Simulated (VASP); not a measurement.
A run of VASP 6.6.1 is set up as follows.

Contents of INCAR:

```
SYSTEM = C
PREC = Accurate ; ENCUT = 520
EDIFF = 1E-6 ; ISMEAR = 0
SIGMA = 0.05 ; LREAL = .FALSE.
LASPH = .TRUE. ; NELM = 80
ALGO = Normal ; ISIF = 2
LWAVE = .FALSE. ; LCHARG = .FALSE.
GGA = PE ; IVDW = 12
NBANDS = 11
```

Contents of KPOINTS:

```
Automatic mesh
0
G
  15 15 15
  0 0 0
```

The input POSCAR:

```
C
1.0
    1.2632929494      0.7293625244      3.4449600376
   -1.2632929494      0.7293625244      3.4449600376
    0.0000000000     -1.4587250488      3.4449600375
C
2
Direct
    0.1703644086      0.1703644086      0.1703644086
    0.8296355914      0.8296355914      0.8296355914
```

Potentials or basis: VASP PAW PBE potentials, release 64 (C).

The run is started by

```bash
$ cat potpaw_PBE.64/C/POTCAR > POTCAR
$ mpirun -np 1 vasp_std > vasp.out
```

(1) What does it give for the largest force?

(2) Predict the dispersion energy per atom.

(3) Estimate the band gap on the k mesh.

Results:

(1) 1.281 eV/Å.

(2) -0.149 eV.

(3) 0.48 eV, direct.

Caveat: forces of over 1 eV/Å act on the atoms, so gaps and moduli don't describe the material at rest.
